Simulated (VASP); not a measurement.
A run of VASP 6.6.1:

File INCAR:

```
SYSTEM = Li
  PREC = Accurate
  ENCUT = 600
  EDIFF = 1E-7
  ISMEAR = -1
  SIGMA = 0.1
  LREAL = .FALSE.
  LASPH = .TRUE.
  NELM = 80
  ALGO = Normal
  ISIF = 3
  LWAVE = .FALSE.
  LCHARG = .FALSE.
  GGA = CA
  IBRION = 2
  NSW = 100
  EDIFFG = -0.05
  PSTRESS = 100.0
```

File KPOINTS:

```
regular mesh
0
G
  10 10 10
  0 0 0
```

File POSCAR:

```
Li
1.0
    1.5505000000      0.8951820000      7.5883000000
   -1.5505000000      0.8951820000      7.5883000000
    0.0000000000     -1.7903630000      7.5883000000
Li
3
Direct
    0.0000000000      0.0000000000      0.0000000000
    0.2220000000      0.2220000000      0.2220000000
    0.7780000000      0.7780000000      0.7780000000
```

Potentials or basis: VASP PAW LDA potentials, release 64 (Li_sv).

Launch:

```console
$ cat potpaw_LDA.64/Li_sv/POTCAR > POTCAR
$ mpirun -np 1 vasp_std > vasp.out
```

Hardware: 1 thread of Intel(R) Xeon(R) Platinum 8559C (Emerald Rapids), on a shared host.

How long does it take, and how much memory?

Wall time 11 min on 1 thread of Intel(R) Xeon(R) Platinum 8559C (Emerald Rapids) (shared host), peak memory 0.42 GiB. Counts: scf iterations 38, k points 116, ion steps 4.
